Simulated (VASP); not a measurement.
Set up this calculation in VASP 6.6.1, as the native input.

| Item | Value |
| --- | --- |
| Task | single point |
| Functional | PBE |
| Potentials or basis | VASP PAW PBE potentials, release 64 (Si, Pd, W_sv) |
| Cutoff | 520 eV |
| k mesh | 6 × 6 × 2 |
| Occupations | gaussian, width 0.2 eV |
| Spin | no spin polarisation |
| Dipole correction | no |
| Further INCAR settings | ALGO = Normal; EDIFF = 1e-07; NBANDS = 39 |

The structure of Si5PdW2 lies in POSCAR:

```
Si5PdW2
1.0
    3.2458348939      0.0000000000      0.0000000000
    0.0000000000      3.2458348939      0.0000000000
    0.0000000000      0.0000000000     10.6918958545
Si Pd W
5 1 2
Direct
    0.5000000000      0.5000000000      0.8775843541
    0.0000000000      0.0000000000      0.7495090021
    0.5000000000      0.5000000000      0.1224156459
    0.0000000000      0.0000000000      0.2504909979
    0.0000000000      0.0000000000      0.5000000000
    1.0000000000      0.0000000000      0.0000000000
    0.5000000000      0.5000000000      0.6417998570
    0.5000000000      0.5000000000      0.3582001430
```

These files were run (other wordings do the same):

INCAR

```
SYSTEM = Si5PdW2
PREC = Accurate ; ENCUT = 520
EDIFF = 1E-7 ; ISMEAR = 0
SIGMA = 0.2 ; LREAL = .FALSE.
LASPH = .TRUE. ; NELM = 60
ALGO = Normal ; ISIF = 2
LWAVE = .FALSE. ; LCHARG = .TRUE.
GGA = PE ; LELF = .TRUE.
LVHAR = .TRUE. ; NBANDS = 39
```

KPOINTS

```
Automatic mesh
0
G
  6 6 2
  0 0 0
```

Potentials or basis: VASP PAW PBE potentials, release 64 (Si, Pd, W_sv).

The run is started by

```sh
$ cat potpaw_PBE.64/Si/POTCAR potpaw_PBE.64/Pd/POTCAR potpaw_PBE.64/W_sv/POTCAR > POTCAR
$ mpirun -np 1 vasp_std > vasp.out
```

Results of the run:

- Pressure: 0.2 GPa
- Largest force: 0.131 eV/Å
- Band gap on the k mesh: zero (bands 29 and 30 overlap by 1.11 eV)

Caveat: spin-orbit coupling is left out, which moves the levels of the heavy elements.

It took 120 s on 1 thread of Intel Xeon 8259CL (shared host), peak memory 0.25 GiB.
